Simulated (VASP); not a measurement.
# Sn5B2Rh6 in VASP: notebook

Runs on Sn5B2Rh6. Level: PBE+U. Tasks: single point.

Everything below comes from runs of VASP 6.6.1. Logs are shortened: lines on timing, memory, paths and dates and some standing lists are left out, and cuts for length are marked.

### Step 1. The cell of the first run

The cell holds an amorphous packing of atoms, 13 atoms: a = 6.262 Å, b = 7.005 Å, c = 5.850 Å, α = 96.81°, β = 82.57°, γ = 115.23°.

### Step 2. Single point, PBE+U

Input file INCAR:

```
  PREC = Accurate
  ENCUT = 520
  EDIFF = 1E-7
  ISMEAR = 1
  SIGMA = 0.15
  LREAL = False
  LASPH = True
  NELM = 150
  ALGO = Normal
  ISIF = 2
  LWAVE = False
  LCHARG = False
  LMAXMIX = 4
  LDAU = True
  LDAUTYPE = 2
  LDAUL = -1 -1 2
  LDAUU = 0 0 2
  LDAUJ = 0 0 0
  LDAUPRINT = 1
  GGA = PE
  NBANDS = 95
```

Input file KPOINTS:

```
regular mesh
0
Gamma
  3 3 3
```

Input file POSCAR:

```
Sn5B2Rh6
1.0
    5.8811920000     -2.1297870000     -0.3065080000
   -0.6424070000      6.9718060000      0.2392750000
    0.8075870000     -0.8198910000      5.7351910000
B Sn Rh
2 5 6
Direct
    0.4088756189      0.4255734493      0.6285927637
    0.3777226616      0.4275504157      0.9518737723
    0.6533737314      0.4470226959      0.2285018790
    0.6252031138      0.0937340616      0.6636348359
    0.8354014200      0.8676273979      0.0961515794
    0.0892406542      0.7297314769      0.3142487278
    0.5355531860      0.0452554954      0.1911562888
    0.4830448991      0.7087138164      0.4406347805
    0.7658531120      0.5318590832      0.7822287912
    0.9692241429      0.3017052913      0.9659025166
    0.0143076875      0.9918909716      0.6606513555
    0.2567980178      0.7765074547      0.8618234032
    0.0312403997      0.3486555287      0.4306198138
```

Potentials or basis: VASP PAW PBE potentials, release 64 (B, Sn_d, Rh_pv).

Run with:

```sh
$ cat potpaw_PBE.64/B/POTCAR potpaw_PBE.64/Sn_d/POTCAR potpaw_PBE.64/Rh_pv/POTCAR > POTCAR
$ mpirun -np 1 vasp_std > vasp.out
```

OUTCAR:

```text
PREC = Accurate
   ENCUT = 520
   EDIFF = 1E-7
   ISMEAR = 1
   LREAL = False
   LASPH = True
   NELM = 150
   ISIF = 2
   GGA = PE

 ion  position               nearest neighbor table
   1  0.409  0.426  0.629-   2 1.87   8 2.23   9 2.30  13 2.59   3 2.61
   2  0.378  0.428  0.952-   1 1.87  10 2.32   9 2.34   3 2.47
   3  0.653  0.447  0.229-   2 2.47   7 2.58   1 2.61   8 2.61   6 2.67   9 2.68  10 2.80   5 2.83
                            13 3.13   9 3.33   4 3.69
   4  0.625  0.094  0.664-  12 2.67   8 2.68  13 2.71  10 2.75  11 2.81   9 2.83   7 2.84   7 3.10
                             3 3.69
   5  0.835  0.868  0.096-   7 2.63   6 2.69   9 2.72   8 2.73  11 2.73   3 2.83  10 2.96  12 3.09
                            13 3.50  11 3.52
   6  0.089  0.730  0.314-   3 2.67   5 2.69  13 2.69  11 2.70  12 2.72   8 2.73   7 2.79   9 3.25
                            10 3.28  12 3.43
   7  0.536  0.045  0.191-   3 2.58   5 2.63  12 2.74   6 2.79  10 2.80   8 2.80   4 2.84   4 3.10
                            13 3.30
   8  0.483  0.709  0.441-   1 2.23   3 2.61   4 2.68   5 2.73   6 2.73  12 2.77   7 2.80  13 2.88
[... 7 lines left out ...]
  12  0.257  0.777  0.862-   4 2.67   6 2.72   7 2.74   8 2.77   9 2.88  11 2.97   5 3.09  10 3.13
                             6 3.43
  13  0.031  0.349  0.431-   1 2.59   6 2.69   4 2.71  10 2.76   8 2.88  11 2.93   9 2.99   3 3.13
                            10 3.14   7 3.30   5 3.50

  LATTYP: Found a triclinic cell.
 ALAT       =     7.0054277657
 B/A-ratio  =     1.0183590392
 C/A-ratio  =     0.8349976456
 COS(alpha) =     0.0029893408
 COS(beta)  =     0.1186634300
 COS(gamma) =     0.6078014626

  Lattice vectors:

 A1 = (  -0.6424070000,   6.9718060000,   0.2392750000)
 A2 = (   5.2387850000,   4.8420190000,  -0.0672330000)
 A3 = (  -0.8075870000,   0.8198910000,  -5.7351910000)

Analysis of symmetry for initial positions (statically):
=====================================================================
 Subroutine PRICEL returns:
 Original cell was already a primitive cell.

 Routine SETGRP: Setting up the symmetry group for a
 triclinic supercell.

 Subroutine GETGRP returns: Found  1 space group operations
 (whereof  1 operations were pure point group operations)
 out of a pool of  2 trial point group operations.

The static configuration has the point symmetry C_1 .

Analysis of symmetry for dynamics (positions and initial velocities):
=====================================================================
 Subroutine PRICEL returns:
 Original cell was already a primitive cell.

 Routine SETGRP: Setting up the symmetry group for a
 triclinic supercell.

 Subroutine GETGRP returns: Found  1 space group operations
 (whereof  1 operations were pure point group operations)
 out of a pool of  2 trial point group operations.

The dynamic configuration has the point symmetry C_1 .

 Subroutine INISYM returns: Found  1 space group operations
 (whereof  1 operations are pure point group operations),
 and found     1 'primitive' translations

----------------------------------------------------------------------------------------

                                     Primitive cell

  volume of cell :     229.6170

  direct lattice vectors                    reciprocal lattice vectors
     5.881192000 -2.129787000 -0.306508000     0.174990584  0.016887085 -0.022226732
    -0.642407000  6.971806000  0.239275000     0.054290565  0.147973742  0.013509225
     0.807587000 -0.819891000  5.735191000     0.007087059 -0.005271035  0.172610626

  length of vectors
     6.262456320  7.005427766  5.849515691     0.177203007  0.158196690  0.172836450

  position of ions in fractional coordinates (direct lattice)
[... 83 lines left out ...]
   ICHARG =      2    charge: 1-file 2-atom 10-const
   ISPIN  =      1    spin polarized calculation?
   LNONCOLLINEAR =      F non collinear calculations
   LSORBIT =      F    spin-orbit coupling
   LASPH  =      T    aspherical Exc in radial PAW
   ENCUT  =  520.0 eV  38.22 Ry    6.18 a.u.  11.64 13.03 10.88*2*pi/ulx,y,z
   NELM   =    150;   NELMIN=  2; NELMDL= -5     # of ELM steps
   EDIFF  = 0.1E-06   stopping-criterion for ELM
   LREAL  =      F    real-space projection
   EDIFFG = 0.1E-05   stopping-criterion for IOM
   NSW    =      0    number of steps for IOM
   IBRION =     -1    ionic relax: 0-MD 1-quasi-New 2-CG
   NFREE  =      0    steps in history (QN), initial steepest desc. (CG)
   ISIF   =      2    stress and relaxation
   ISYM   =      2    0-nonsym 1-usesym 2-fastsym
   POTIM  = 0.5000    time-step for ionic-motion
   TEBEG  =    0.0;   TEEND  =   0.0 temperature during run
   PSTRESS=    0.0 pullay stress
   NELECT =     166.0000    total number of electrons
   NUPDOWN=      -1.0000    fix difference up-down
   EMIN   =  10.00;   EMAX   =-10.00  energy-range for DOS
   EFERMI =   0.00;   METHOD = LEGACY
   ISMEAR =     1;   SIGMA  =   0.15  broadening in eV -4-tet -1-fermi 0-gaus
   EFERMI_NEDOS =   21; number of points for ismear=-14 and -15
   IALGO  =     38    algorithm
   IMIX   =      4    mixing-type and parameters
     AMIX     =   0.40;   BMIX     =  1.00
     AMIX_MAG =   1.60;   BMIX_MAG =  1.00
  volume/ion in A,a.u.               =      17.66       119.19
  Fermi-wavevector in a.u.,A,eV,Ry     =   1.469297  2.776568 29.372702  2.158833
  Thomas-Fermi vector in A             =   2.584691
   LORBIT       =      0    0 simple, 1 ext, 2 COOP (PROOUT), +10 PAW based schemes
 LDA+U is selected, type is set to LDAUTYPE =  2
   angular momentum for each species LDAUL =    -1   -1    2
   U (eV)           for each species LDAUU =   0.0  0.0  2.0
   J (eV)           for each species LDAUJ =   0.0  0.0  0.0
   GGA     = PE    functional components
   LHFCALC =     F    Hartree Fock is set to
   AEXX    =    0.0000 exact exchange contribution
   IVDW    =     0    specifies the selected vdW correction
   LEPSILON=     F    determine dielectric tensor
   LRPA    =     F    only Hartree local field effects (RPA)
 non-spin polarized calculation
 Methfessel and Paxton  Order N= 1 SIGMA  =   0.15
  energy-cutoff  :      520.00
  volume of cell :      229.62
 maximum number of plane-waves:      6194
 NGX is ok and might be reduce to    48
   NGX = 23   NGY = 27   NGZ = 21

atom =   8  type =  3  l = 2

 onsite density matrix

spin component  1
[... 182 lines left out ...]
  o =  0.6723  v =  0.3402 -0.0066 -0.8565 -0.3411  0.1851  0.0000  0.0000  0.0000  0.0000  0.0000      0.0000  0.0000  0.0000  0.0000  0.0000  0.0000  0.0000  0.0000  0.0000  0.0000
  o =  0.6723  v =  0.0000  0.0000  0.0000  0.0000  0.0000  0.3402 -0.0066 -0.8565 -0.3411  0.1851      0.0000  0.0000  0.0000  0.0000  0.0000  0.0000  0.0000  0.0000  0.0000  0.0000
  o =  0.6996  v =  0.4627  0.4638  0.3854 -0.1760  0.6255  0.0000  0.0000  0.0000  0.0000  0.0000      0.0000  0.0000  0.0000  0.0000  0.0000  0.0000  0.0000  0.0000  0.0000  0.0000
  o =  0.6996  v =  0.0000  0.0000  0.0000  0.0000  0.0000  0.4627  0.4638  0.3854 -0.1760  0.6255      0.0000  0.0000  0.0000  0.0000  0.0000  0.0000  0.0000  0.0000  0.0000  0.0000
  o =  0.7382  v =  0.0665 -0.3787 -0.1501  0.7392  0.5322  0.0000  0.0000  0.0000  0.0000  0.0000      0.0000  0.0000  0.0000  0.0000  0.0000  0.0000  0.0000  0.0000  0.0000  0.0000
  o =  0.7382  v =  0.0000  0.0000  0.0000  0.0000  0.0000  0.0665 -0.3787 -0.1501  0.7392  0.5322      0.0000  0.0000  0.0000  0.0000  0.0000  0.0000  0.0000  0.0000  0.0000  0.0000
  o =  0.7709  v =  0.7885 -0.4191  0.2150  0.0412 -0.3933  0.0000  0.0000  0.0000  0.0000  0.0000      0.0000  0.0000  0.0000  0.0000  0.0000  0.0000  0.0000  0.0000  0.0000  0.0000
  o =  0.7709  v =  0.0000  0.0000  0.0000  0.0000  0.0000  0.7885 -0.4191  0.2150  0.0412 -0.3933      0.0000  0.0000  0.0000  0.0000  0.0000  0.0000  0.0000  0.0000  0.0000  0.0000
  o =  0.8038  v =  0.2100  0.6825 -0.2215  0.5518 -0.3696  0.0000  0.0000  0.0000  0.0000  0.0000      0.0000  0.0000  0.0000  0.0000  0.0000  0.0000  0.0000  0.0000  0.0000  0.0000
  o =  0.8038  v =  0.0000  0.0000  0.0000  0.0000  0.0000  0.2100  0.6825 -0.2215  0.5518 -0.3696      0.0000  0.0000  0.0000  0.0000  0.0000  0.0000  0.0000  0.0000  0.0000  0.0000

 number of electron     166.0000003 magnetization

 Free energy of the ion-electron system (eV)
  ---------------------------------------------------
  ext. energy  EPLUGINS =         0.00000000
  ---------------------------------------------------
  free energy    TOTEN  =       -58.94743536 eV

  energy without entropy =      -58.95543004  energy(sigma->0) =      -58.95010025

 E-fermi :   9.0364     XC(G=0): -11.8050

 val. band max:        9.0310996903   @ k =  -0.0000  -0.0000   0.3333
 cond. band min:       9.0479109979   @ k =  -0.3333  -0.3333   0.3333
 fundamental gap:      0.0168113076
 Fermi energy:         9.0364400051

 k-point     1 :       0.0000    0.0000    0.0000
  band No.  band energies     occupation
      1     -36.7817      2.00000
      2     -36.7659      2.00000
      3     -36.6623      2.00000
      4     -36.6362      2.00000
      5     -36.5901      2.00000
      6     -36.5657      2.00000
[... 1361 lines left out ...]
     94      12.5203      0.00000
     95      12.7381      0.00000

------------------------ aborting loop because EDIFF is reached ----------------------------------------

  FORCE on cell =-STRESS in cart. coord.  units (eV):
  Direction    XX          YY          ZZ          XY          YZ          ZX
  --------------------------------------------------------------------------------------
  -------------------------------------------------------------------------------------
  Total       -4.5906295      5.3151940     -2.8252291      0.2380153      1.1344551      0.6594150
  in kB      -32.0316073     37.0873330    -19.7133373      1.6607772      7.9157814      4.6011382
  external PRESSURE =      -4.8858705 kB  Pullay stress =       0.0000000 kB

 VOLUME and BASIS-vectors are now :
 -----------------------------------------------------------------------------
  energy-cutoff  :      520.00
  volume of cell :      229.62
      direct lattice vectors                 reciprocal lattice vectors
     5.881192000 -2.129787000 -0.306508000     0.174990584  0.016887085 -0.022226732
    -0.642407000  6.971806000  0.239275000     0.054290565  0.147973742  0.013509225
     0.807587000 -0.819891000  5.735191000     0.007087059 -0.005271035  0.172610626

 POSITION                                       TOTAL-FORCE (eV/Angst)
 -----------------------------------------------------------------------------------
      2.63893      1.58082      3.58160        -0.831192      0.943141      1.397269
      2.71552      1.39590      5.44571        -0.819790      0.349948     -1.788379
      3.73998      1.53766      1.21720        -2.125944     -0.333519      0.419882
      4.15267     -1.22216      3.63687         0.554090      0.045449      0.944702
      4.43344      4.19087      0.50299         1.527383      1.378994     -2.218255
      0.30984      4.63983      1.94953         2.340623     -1.196444      2.064547
      3.27499     -0.98183      0.94299        -1.408301     -0.349888     -0.876937
      2.74145      3.55096      2.54864         0.319163     -0.765289      0.510029
      4.79418      1.43557      4.37875        -1.984257      0.075631     -0.530307
      6.28643     -0.75274      5.31475         2.098660      0.510294     -0.304959
     -0.01952      6.34314      4.02191         0.241137     -0.129771     -0.367212
      1.70744      4.16013      5.04981        -0.525786     -0.360141      0.073642
      0.30752      2.01116      2.54354         0.614213     -0.168405      0.675978
 -----------------------------------------------------------------------------------
    total drift:                               -0.000365     -0.000230     -0.000351

  FREE ENERGIE OF THE ION-ELECTRON SYSTEM (eV)
  ---------------------------------------------------
  free  energy   TOTEN  =       -58.9474353554 eV

  energy  without entropy=      -58.9554300362  energy(sigma->0) =      -58.95010025
```

It took 14 min on 1 thread of AMD EPYC 7R43 (Zen 3), shared host; peak memory 0.43 GiB.

What came out:

| Item | Value |
| --- | --- |
| Free energy | -58.9474 eV |
| Pressure | -0.5 GPa |
| Largest force | 3.343 eV/Å |
| Band gap on the k mesh | zero (band 83 reaches 9.05 eV, above the bottom of band 84 at 9.00 eV) |

Forces in eV/Å, atoms in the order of the input:
```
B   -0.831  0.943  1.397
B   -0.820  0.350 -1.788
Sn  -2.126 -0.334  0.420
Sn   0.554  0.045  0.945
Sn   1.527  1.379 -2.218
Sn   2.341 -1.196  2.065
Sn  -1.408 -0.350 -0.877
Rh   0.319 -0.765  0.510
Rh  -1.984  0.076 -0.530
Rh   2.099  0.510 -0.305
Rh   0.241 -0.130 -0.367
Rh  -0.526 -0.360  0.074
Rh   0.614 -0.168  0.676
```

Eigenvalues of the final occupation matrices:
| site | spin | trace | eigenvalues |
| --- | --- | --- | --- |
| site 8 d | 1 | 3.74 | 0.70 0.71 0.74 0.77 0.82 |
| site 8 d | 2 | 3.74 | 0.70 0.71 0.74 0.77 0.82 |
| site 9 d | 1 | 3.68 | 0.67 0.72 0.75 0.77 0.79 |
| site 9 d | 2 | 3.68 | 0.67 0.72 0.75 0.77 0.79 |
| site 10 d | 1 | 3.68 | 0.68 0.72 0.73 0.76 0.79 |
| site 10 d | 2 | 3.68 | 0.68 0.72 0.73 0.76 0.79 |
| site 11 d | 1 | 3.69 | 0.64 0.70 0.74 0.78 0.82 |
| site 11 d | 2 | 3.69 | 0.64 0.70 0.74 0.78 0.82 |
| site 12 d | 1 | 3.70 | 0.68 0.70 0.73 0.78 0.81 |
| site 12 d | 2 | 3.70 | 0.68 0.70 0.73 0.78 0.81 |
| site 13 d | 1 | 3.68 | 0.67 0.70 0.74 0.77 0.80 |
| site 13 d | 2 | 3.68 | 0.67 0.70 0.74 0.77 0.80 |

Caveat: the k points lie up to 0.37 Å⁻¹ apart; spin-orbit coupling is left out, which moves the levels of the heavy elements; U without spin polarisation on a metal has little footing; the U is typed as a test and isn't derived for this compound.

[end of part 1 of 2]
